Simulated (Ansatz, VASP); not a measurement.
Given: the input of a run of Ansatz 0.2.0 on CuAu.

File input.yaml:

```yaml
crystal:
  lattice:
    - [2.8658761851, 0.0, 0.0]
    - [0.0, 2.8658761851, 0.0]
    - [0.0, 0.0, 3.7572732506]
  atoms:
    - { symbol: Au, position: [0.0, 0.0, 0.0] }
    - { symbol: Cu, position: [0.5, 0.5, 0.5] }
hamiltonian:
  xc: r2scan
  pseudopotentials: { kind: paw }
kpoints:
  mp_grid: { grid: [9, 9, 7] }
scf:
  occupations: { method: fermi_dirac, width: 0.05 }
output:
  forces: true
  stress: true
  eigenvalues: true
```

Potentials or basis: Ansatz PAW.

Launch:

```sh
$ ansatz run input.yaml --threads 2 --pin off --max-ram 5632MiB --backend cpu --events-out ev --progress --plain --runs-dir out
```

**Question.** Set up the same calculation for VASP 6.6.1. Potentials there: VASP PAW PBE potentials, release 64 (Au, Cu).

**Answer.** As run (the cutoff follows the program's own potentials):

File POSCAR:

```
CuAu
1.0
    2.8658761851      0.0000000000      0.0000000000
    0.0000000000      2.8658761851      0.0000000000
    0.0000000000      0.0000000000      3.7572732506
Au Cu
1 1
Direct
    0.0000000000      0.0000000000      0.0000000000
    0.5000000000      0.5000000000      0.5000000000
```

File INCAR.step1:

```
PREC     = Accurate       # precision mode
ENCUT    = 520            # plane-wave cutoff, eV
ISMEAR   = -1             # smearing method
SIGMA    = 0.05           # smearing width, eV
LREAL    = False          # projectors in reciprocal space
LASPH    = True           # aspherical terms in the spheres
NELM     = 80             # most SCF steps
NBANDS   = 18             # bands
GGA      = PE             # functional
ALGO     = Normal         # electronic algorithm
EDIFF    = 1E-4           # SCF threshold, eV
LWAVE    = True           # write WAVECAR
LCHARG   = False          # write CHGCAR
```

File INCAR.step2:

```
PREC     = Accurate       # precision mode
ENCUT    = 520            # plane-wave cutoff, eV
EDIFF    = 1E-7           # SCF threshold, eV
ISMEAR   = -1             # smearing method
SIGMA    = 0.05           # smearing width, eV
LREAL    = False          # projectors in reciprocal space
LASPH    = True           # aspherical terms in the spheres
NELM     = 80             # most SCF steps
ALGO     = Normal         # electronic algorithm
ISIF     = 2              # what is computed and relaxed
LWAVE    = False          # write WAVECAR
LCHARG   = False          # write CHGCAR
METAGGA  = R2SCAN         # meta-GGA
LMIXTAU  = True         
NBANDS   = 18             # bands
ISTART   = 1
```

File KPOINTS:

```
Automatic mesh
0
Gamma
  9 9 7
```

Potentials or basis: VASP PAW PBE potentials, release 64 (Au, Cu).

Run with:

```console
$ cat potpaw_PBE.64/Au/POTCAR potpaw_PBE.64/Cu/POTCAR > POTCAR
$ cp INCAR.step1 INCAR
$ mpirun -np 1 vasp_std > vasp.out
$ cp INCAR.step2 INCAR
$ mpirun -np 1 vasp_std > vasp.out
```

Both were run:

|  | VASP | Ansatz | Ansatz less VASP |
| --- | --- | --- | --- |
| gap on the k mesh at the Fermi level (eV) | none | none | - |
| pressure (GPa) | -7.9 | -8.2 | -0.29 |
| traceless stress, the component that is largest in VASP (GPa) | 0.18 | 0.13 | -0.054 |

VASP's potentials were made for PBE, not for r2SCAN. A gap of «none» marks a metal or a gap that the smearing closes. VASP's potentials hold 22 valence electrons a cell and Ansatz's 38, so a difference there can come from the potentials and not from the codes.

Neither program's run includes spin-orbit coupling.
